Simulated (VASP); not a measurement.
Crystal: C.

```xyz
2
Lattice="0.0000 1.7834 1.7834 1.7834 0.0000 1.7834 1.7834 1.7834 0.0000" Properties=species:S:1:pos:R:3 pbc="T T T"
C     0.0000    0.0000    0.0000
C     0.8917    0.8917    0.8917
```

Base run:

| Property | Result |
| --- | --- |
| Program | VASP 6.6.1 |
| Functional | PBE |
| Potentials or basis | VASP PAW PBE potentials, release 64 (C) |
| Cutoff | 600 eV |
| k mesh | 8 × 8 × 8 |
| Occupations | gaussian, width 0.02 eV |
| Spin | no spin polarisation |

Its results: band gap on the k mesh 4.13 eV, indirect (least direct gap 5.59 eV); pressure 1.8 GPa.

Q: After a change of settings the same cell gave: band gap on the k mesh 4.43 eV, indirect (least direct gap 5.58 eV); pressure 2.9 GPa. Which change was it?
A. k mesh from 8 × 8 × 8 to 6 × 6 × 6
B. k mesh from 8 × 8 × 8 to 14 × 14 × 14
C. k mesh from 8 × 8 × 8 to 18 × 18 × 18
D. k mesh from 8 × 8 × 8 to 4 × 4 × 4

A: D.

Caveats: some runs use coarse meshes.
